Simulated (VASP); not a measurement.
# BaO (Fm-3m) in VASP: single point with PBE

Aim: the single point of BaO with PBE.

Program: VASP 6.6.1. These are calculated values, not measurements. Logs are shortened: lines on timing, memory, paths and dates and some standing lists are left out, and cuts for length are marked.

### 1 The cell of the first run

The structure is cubic, space group Fm-3m (No. 225). The conventional cell has a = 5.574 Å, b = 5.574 Å, c = 5.574 Å, α = 90.00°, β = 90.00°, γ = 90.00°. Ba (site symmetry m-3m) has 6 O at 2.79 Å within 3.7 Å. Within 3.7 Å of O (site symmetry m-3m) lie 6 Ba at 2.79 Å.

### 2 Single point, PBE

Contents of INCAR:

```
ALGO     = Normal         # electronic algorithm
EDIFF    = 1E-6           # SCF threshold, eV
ENCUT    = 1340           # plane-wave cutoff, eV
GGA      = PE             # functional
GGA_COMPAT= False        
ISIF     = 2              # what is computed and relaxed
ISMEAR   = 0              # smearing method
LASPH    = True           # aspherical terms in the spheres
LCHARG   = False          # write CHGCAR
LREAL    = False          # projectors in reciprocal space
LWAVE    = False          # write WAVECAR
NBANDS   = 15             # bands
NELM     = 120            # most SCF steps
PREC     = Accurate       # precision mode
SIGMA    = 0.02           # smearing width, eV
```

Contents of KPOINTS:

```
k-points
0
Gamma
  8 8 8
```

Contents of POSCAR:

```
BaO
1.0
    0.0000000000      2.7870116222      2.7870116222
    2.7870116222      0.0000000000      2.7870116222
    2.7870116222      2.7870116222      0.0000000000
Ba O
1 1
Direct
    0.0000000000      0.0000000000      0.0000000000
    0.5000000000      0.5000000000      0.5000000000
```

Potentials or basis: VASP PAW PBE potentials, release 64 (Ba_sv, O_h).

Command:

```console
> cat potpaw_PBE.64/Ba_sv/POTCAR potpaw_PBE.64/O_h/POTCAR > POTCAR
> mpirun -np 1 vasp_std > vasp.out
```

OUTCAR:

```text
EDIFF = 1E-6
   ENCUT = 1340
   GGA = PE
   ISIF = 2
   ISMEAR = 0
   LASPH = True
   LREAL = False
   NELM = 120
   PREC = Accurate

 ion  position               nearest neighbor table
   1  0.000  0.000  0.000-   2 2.79   2 2.79   2 2.79   2 2.79   2 2.79   2 2.79
   2  0.500  0.500  0.500-   1 2.79   1 2.79   1 2.79   1 2.79   1 2.79   1 2.79

  LATTYP: Found a face centered cubic cell.
 ALAT       =     5.5740232444

  Lattice vectors:

 A1 = (   0.0000000000,   2.7870116222,   2.7870116222)
 A2 = (   2.7870116222,   0.0000000000,   2.7870116222)
 A3 = (   2.7870116222,   2.7870116222,   0.0000000000)

Analysis of symmetry for initial positions (statically):
=====================================================================
 Subroutine PRICEL returns:
 Original cell was already a primitive cell.

 Routine SETGRP: Setting up the symmetry group for a
 face centered cubic supercell.

 Subroutine GETGRP returns: Found 48 space group operations
 (whereof 48 operations were pure point group operations)
 out of a pool of 48 trial point group operations.

The static configuration has the point symmetry O_h .

Analysis of symmetry for dynamics (positions and initial velocities):
=====================================================================
 Subroutine PRICEL returns:
 Original cell was already a primitive cell.

 Routine SETGRP: Setting up the symmetry group for a
 face centered cubic supercell.

 Subroutine GETGRP returns: Found 48 space group operations
 (whereof 48 operations were pure point group operations)
 out of a pool of 48 trial point group operations.

The dynamic configuration has the point symmetry O_h .

 Subroutine INISYM returns: Found 48 space group operations
 (whereof 48 operations are pure point group operations),
 and found     1 'primitive' translations

----------------------------------------------------------------------------------------

                                     Primitive cell

  volume of cell :      43.2959

  direct lattice vectors                    reciprocal lattice vectors
     0.000000000  2.787011622  2.787011622    -0.179403629  0.179403629  0.179403629
     2.787011622  0.000000000  2.787011622     0.179403629 -0.179403629  0.179403629
     2.787011622  2.787011622  0.000000000     0.179403629  0.179403629 -0.179403629

  length of vectors
     3.941429635  3.941429635  3.941429635     0.310736201  0.310736201  0.310736201

  position of ions in fractional coordinates (direct lattice)
     0.000000000  0.000000000  0.000000000
     0.500000000  0.500000000  0.500000000

  ion indices of the primitive-cell ions
   primitive index   ion index
                 1           1
                 2           2

----------------------------------------------------------------------------------------

 KPOINTS: k-points

Automatic generation of k-mesh.
 Grid dimensions read from file:
 generate k-points for:    8    8    8

 Generating k-lattice:

  Cartesian coordinates                     Fractional coordinates (reciprocal lattice)
    -0.022425454  0.022425454  0.022425454     0.125000000  0.000000000  0.000000000
     0.022425454 -0.022425454  0.022425454     0.000000000  0.125000000  0.000000000
     0.022425454  0.022425454 -0.022425454     0.000000000  0.000000000  0.125000000

  Length of vectors
     0.038842025  0.038842025  0.038842025

  Shift w.r.t. Gamma in fractional coordinates (k-lattice)
     0.000000000  0.000000000  0.000000000

 Subroutine IBZKPT returns following result:
 ===========================================

 Found     29 irreducible k-points:

 Following reciprocal coordinates:
            Coordinates               Weight
  0.000000  0.000000  0.000000      1.000000
  0.125000  0.000000  0.000000      8.000000
  0.250000  0.000000  0.000000      8.000000
  0.375000  0.000000  0.000000      8.000000
  0.500000  0.000000  0.000000      4.000000
  0.125000  0.125000  0.000000      6.000000
[... 16 lines left out ...]
  0.500000  0.250000  0.125000     48.000000
 -0.375000  0.250000  0.125000     24.000000
 [... further k-points ...]
   k-points           NKPTS =     29   k-points in BZ     NKDIM =     29   number of bands    NBANDS=     15
   number of dos      NEDOS =    301   number of ions     NIONS =      2
   total plane-waves  NPLWV = 110592
   dimension x,y,z NGX =    48 NGY =   48 NGZ =   48
   dimension x,y,z NGXF=    96 NGYF=   96 NGZF=   96
   ions per type =               1   1
   NGX,Y,Z   is equivalent  to a cutoff of  20.25, 20.25, 20.25 a.u.
   NGXF,Y,Z  is equivalent  to a cutoff of  40.49, 40.49, 40.49 a.u.
 SYSTEM =  unknown system
   PREC   = accura    normal or accurate (medium, high low for compatibility)
   ISTART =      0    job   : 0-new  1-cont  2-samecut
   ICHARG =      2    charge: 1-file 2-atom 10-const
   ISPIN  =      1    spin polarized calculation?
   LNONCOLLINEAR =      F non collinear calculations
   LSORBIT =      F    spin-orbit coupling
   LASPH  =      T    aspherical Exc in radial PAW
   ENCUT  = 1340.0 eV  98.49 Ry    9.92 a.u.  11.76 11.76 11.76*2*pi/ulx,y,z
   NELM   =    120;   NELMIN=  2; NELMDL= -5     # of ELM steps
   EDIFF  = 0.1E-05   stopping-criterion for ELM
   LREAL  =      F    real-space projection
[... 7 lines left out ...]
   TEBEG  =    0.0;   TEEND  =   0.0 temperature during run
   PSTRESS=    0.0 pullay stress
   NELECT =      16.0000    total number of electrons
   NUPDOWN=      -1.0000    fix difference up-down
   EMIN   =  10.00;   EMAX   =-10.00  energy-range for DOS
   EFERMI =   0.00;   METHOD = LEGACY
   ISMEAR =     0;   SIGMA  =   0.02  broadening in eV -4-tet -1-fermi 0-gaus
   EFERMI_NEDOS =   21; number of points for ismear=-14 and -15
   IALGO  =     38    algorithm
   IMIX   =      4    mixing-type and parameters
     AMIX     =   0.40;   BMIX     =  1.00
     AMIX_MAG =   1.60;   BMIX_MAG =  1.00
  volume/ion in A,a.u.               =      21.65       146.09
  Fermi-wavevector in a.u.,A,eV,Ry     =   1.174806  2.220061 18.778332  1.380168
  Thomas-Fermi vector in A             =   2.311197
   LORBIT       =      0    0 simple, 1 ext, 2 COOP (PROOUT), +10 PAW based schemes
   GGA     = PE    functional components
   LHFCALC =     F    Hartree Fock is set to
   AEXX    =    0.0000 exact exchange contribution
   IVDW    =     0    specifies the selected vdW correction
   LEPSILON=     F    determine dielectric tensor
   LRPA    =     F    only Hartree local field effects (RPA)
 non-spin polarized calculation
 Gauss-broadening in eV      SIGMA  =   0.02
  energy-cutoff  :     1340.00
  volume of cell :       43.30
 maximum number of plane-waves:      4909
   NGX = 23   NGY = 23   NGZ = 23

 number of electron      15.9999999 magnetization

 Free energy of the ion-electron system (eV)
  ---------------------------------------------------
  ext. energy  EPLUGINS =         0.00000000
  ---------------------------------------------------
  free energy    TOTEN  =       -11.81196530 eV

  energy without entropy =      -11.81196530  energy(sigma->0) =      -11.81196530

 E-fermi :   2.0842     XC(G=0):  -9.5340

 val. band max:        1.9228391557   @ k =   0.5000   0.5000   0.0000
 cond. band min:       3.9617555386   @ k =   0.5000   0.5000   0.0000
 fundamental gap:      2.0389163829
 Fermi energy:         2.0841991128

 k-point     1 :       0.0000    0.0000    0.0000
  band No.  band energies     occupation
      1     -23.9878      2.00000
      2     -13.0351      2.00000
      3      -8.5385      2.00000
      4      -8.5385      2.00000
      5      -8.5385      2.00000
      6       1.6292      2.00000
      7       1.6292      2.00000
      8       1.6292      2.00000
      9       5.3935      0.00000
     10       6.6169      0.00000
     11       6.6169      0.00000
     12       6.6169      0.00000
     13       8.8356      0.00000
     14       8.8356      0.00000
     15      11.8852      0.00000

 k-point     2 :       0.1250    0.0000    0.0000
  band No.  band energies     occupation
      1     -23.9545      2.00000
      2     -13.1345      2.00000
      3      -8.5735      2.00000
      4      -8.5561      2.00000
      5      -8.5561      2.00000
      6       1.2978      2.00000
      7       1.4364      2.00000
      8       1.4364      2.00000
      9       6.0225      0.00000
     10       6.5011      0.00000
     11       6.9001      0.00000
     12       6.9001      0.00000
     13       9.2211      0.00000
     14       9.2211      0.00000
     15      12.8194      0.00000

 k-point     3 :       0.2500    0.0000    0.0000
  band No.  band energies     occupation
      1     -23.8722      2.00000
      2     -13.3748      2.00000
      3      -8.6518      2.00000
      4      -8.5977      2.00000
      5      -8.5977      2.00000
      6       0.6804      2.00000
      7       1.0242      2.00000
      8       1.0242      2.00000
      9       6.3893      0.00000
     10       7.6033      0.00000
     11       7.6645      0.00000
     12       7.6645      0.00000
     13      10.1798      0.00000
     14      10.1798      0.00000
     15      14.8303      0.00000
[... 343 lines left out ...]
 k-point    23 :       0.5000    0.2500    0.1250
  band No.  band energies     occupation
      1     -23.7457      2.00000
      2     -13.5129      2.00000
      3      -9.1078      2.00000
      4      -8.9875      2.00000
      5      -8.6543      2.00000
      6       0.5540      2.00000
      7       0.8115      2.00000
      8       1.4058      2.00000
      9       6.0705      0.00000
     10       7.8619      0.00000
     11       9.2042      0.00000
     12       9.3608      0.00000
     13      11.3184      0.00000
     14      12.7453      0.00000
     15      14.5811      0.00000

 k-point    24 :      -0.3750    0.2500    0.1250
  band No.  band energies     occupation
      1     -23.7175      2.00000
      2     -13.5571      2.00000
      3      -9.1277      2.00000
      4      -9.1250      2.00000
      5      -8.6469      2.00000
      6       0.4606      2.00000
      7       1.0417      2.00000
      8       1.1105      2.00000
      9       6.7631      0.00000
     10       7.3625      0.00000
     11       9.6637      0.00000
     12       9.7143      0.00000
     13      11.8629      0.00000
     14      13.5489      0.00000
     15      13.9019      0.00000

 [... further k-points ...]

------------------------ aborting loop because EDIFF is reached ----------------------------------------

  FORCE on cell =-STRESS in cart. coord.  units (eV):
  Direction    XX          YY          ZZ          XY          YZ          ZX
  --------------------------------------------------------------------------------------
  -------------------------------------------------------------------------------------
  Total        0.4006409      0.4006409      0.4006409      0.0000000     -0.0000000      0.0000000
  in kB       14.8258491     14.8258491     14.8258491      0.0000000     -0.0000000      0.0000000
  external PRESSURE =      14.8258491 kB  Pullay stress =       0.0000000 kB

 VOLUME and BASIS-vectors are now :
 -----------------------------------------------------------------------------
  energy-cutoff  :     1340.00
  volume of cell :       43.30
      direct lattice vectors                 reciprocal lattice vectors
     0.000000000  2.787011622  2.787011622    -0.179403629  0.179403629  0.179403629
     2.787011622  0.000000000  2.787011622     0.179403629 -0.179403629  0.179403629
     2.787011622  2.787011622  0.000000000     0.179403629  0.179403629 -0.179403629

 POSITION                                       TOTAL-FORCE (eV/Angst)
 -----------------------------------------------------------------------------------
      0.00000      0.00000      0.00000         0.000000     -0.000000     -0.000000
      2.78701      2.78701      2.78701         0.000000      0.000000      0.000000
 -----------------------------------------------------------------------------------
    total drift:                               -0.000000     -0.000000     -0.000000

  FREE ENERGIE OF THE ION-ELECTRON SYSTEM (eV)
  ---------------------------------------------------
  free  energy   TOTEN  =       -11.8119652982 eV

  energy  without entropy=      -11.8119652982  energy(sigma->0) =      -11.81196530
```

It took 1.8 min on 1 thread of AMD EPYC 7R43 (Zen 3), shared host; peak memory 0.31 GiB.

What came out:

```yaml
Free_energy: -11.8120 eV
Pressure: 1.5 GPa
Band_gap_on_the_k_mesh: 2.04 eV
```

Caveat: spin-orbit coupling is left out, which moves the levels of the heavy elements.
